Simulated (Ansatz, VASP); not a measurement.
MgSe: VASP beside Ansatz

```xyz
2
Lattice="0.0000 2.7337 2.7337 2.7337 0.0000 2.7337 2.7337 2.7337 0.0000" Properties=species:S:1:pos:R:3 pbc="T T T"
Mg    0.0000    0.0000    0.0000
Se    2.7337    2.7337    2.7337
```

Alike in both runs: task single point; functional PBE; k mesh 4 × 4 × 4; occupations gaussian, width 0.1 eV; no spin polarisation.

```csv
,VASP,Ansatz
version,VASP 6.6.1,Ansatz 0.2.0
potentials or method,"VASP PAW PBE potentials, release 64 (Mg, Se)","scalar-relativistic, plane waves, PAW (harder set)"
plane-wave cutoff (eV),600,620
valence electrons in the cell,8,26
```

|  | VASP | Ansatz | Ansatz less VASP |
| --- | --- | --- | --- |
| gap on the k mesh at the Fermi level (eV) | 1.75 | 1.77 | +0.018 |
| least direct gap on the mesh (eV) | 2.52 | 2.53 | +0.007 |
| pressure (GPa) | 1.7 | 1.8 | +0.11 |

VASP's potentials hold 8 valence electrons a cell and Ansatz's 26, so a difference there can come from the potentials and not from the codes.

The k mesh is coarse, so the values compare programs but aren't converged.
